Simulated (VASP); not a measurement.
Set up this calculation in VASP 6.6.1, as the native input.

```
Task                   : single point
Functional             : LDA
Potentials or basis    : VASP PAW LDA potentials, release 64 (In_d, P)
Cutoff                 : 520 eV
k mesh                 : 11 × 11 × 11
Occupations            : fermi-dirac, width 0.05 eV
Spin                   : no spin polarisation
Dipole correction      : no
Further INCAR settings : ALGO = Normal; EDIFF = 1e-07; NBANDS = 16
```

The structure of InP lies in POSCAR:

```
InP
1.0
    0.0000000000      2.8835500000      2.8550000000
    2.8835500000      0.0000000000      2.8550000000
    2.8835500000      2.8835500000      0.0000000000
In P
1 1
Direct
    0.0000000000      0.0000000000      0.0000000000
    0.5000000000      0.5000000000      0.5000000000
```

This cell differs from its parent crystal: equal xx and yy strain of +1 %.

The input as run:

INCAR

```
SYSTEM = InP
ALGO = Normal ; EDIFF = 1E-7
ENCUT = 520 ; ISIF = 2
ISMEAR = -1 ; LASPH = .True.
LCHARG = .False. ; LREAL = .False.
LWAVE = .False. ; NBANDS = 16
NELM = 60 ; PREC = Accurate
SIGMA = 0.05
```

KPOINTS

```
k-points
0
Gamma
  11 11 11
  0 0 0
```

Potentials or basis: VASP PAW LDA potentials, release 64 (In_d, P).

Launch:

```bash
$ cat potpaw_LDA.64/In_d/POTCAR potpaw_LDA.64/P/POTCAR > POTCAR
$ mpirun -np 1 vasp_std > vasp.out
```

It gave:

```
Pressure               : -10.3 GPa
Band gap on the k mesh : zero (band 9 reaches 5.85 eV, above the bottom of band 10 at 3.56 eV)
```

Caveat: the cell differs from its parent crystal (equal xx and yy strain of +1 %); spin-orbit coupling is left out, which moves the levels of the heavy elements.

Run time: 33 s on 1 thread of Intel(R) Xeon(R) 6975P-C (Granite Rapids), with other jobs on the host, peak memory 0.21 GiB.
